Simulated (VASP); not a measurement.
Mo2C3:

```
Mo C
1.0
     3.55949    0.00000    0.00000
     0.00000    3.55949    0.00000
     0.00000    0.00000    5.66816
Mo C
2 3
Direct
  0.50000 0.50000 0.77553
  0.50000 0.50000 0.22447
  0.00000 0.00000 0.00000
  0.50000 0.00000 0.00000
  0.00000 0.50000 0.00000
```

| Property | Result |
| --- | --- |
| Program | VASP 6.6.1 |
| Task | relaxation of cell and atoms |
| Functional | PBE |
| Potentials or basis | VASP PAW PBE potentials, release 64 (Mo_sv, C) |
| Cutoff | 600 eV |
| k mesh | 6 × 6 × 4 |
| Occupations | gaussian, width 0.1 eV |
| Spin | no spin polarisation |

At the start: pressure -12.1 GPa; volume 14.36 Å³/atom.

**Question.** How do energy, volume and symmetry change on relaxing?

**Answer.** Over 9 steps the energy falls by 159.9 meV/atom and the volume is 12.14 Å³/atom (-15.5 %); space group P4/mmm (No. 123, to 0.05 Å).

The path:
| step | energy change (eV) | largest force (eV/Å) | pressure (GPa) | volume (Å³) |
| --- | --- | --- | --- | --- |
| 1 | 0.0000 | 0.4110 | -12.13 | 71.82 |
| 2 | -0.0996 | 4.5300 | 15.77 | 61.09 |
| 3 | -0.2670 | 2.5976 | 1.44 | 65.53 |
| 4 | -0.6692 | 1.7145 | 3.40 | 61.13 |
| 5 | -0.7412 | 0.7772 | 5.65 | 59.08 |
| 6 | -0.7627 | 0.7285 | -5.06 | 62.00 |
| 7 | -0.7868 | 0.1053 | -0.79 | 60.75 |
| 8 | -0.7990 | 0.0295 | -0.09 | 60.72 |
| 9 | -0.7995 | 0.0065 | 0.10 | 60.71 |

Final structure:
```xyz
5
Lattice="3.4217 0.0000 0.0000 0.0000 3.4217 0.0000 0.0000 0.0000 5.1852" Properties=species:S:1:pos:R:3 pbc="T T T"
Mo    1.7109    1.7109    3.8594
Mo    1.7109    1.7109    1.3258
C     0.0000    0.0000    0.0000
C     1.7109    0.0000    0.0000
C     0.0000    1.7109    0.0000
```

Caveat: the volume moved by over 15 % at a fixed basis, so the end points are rough.
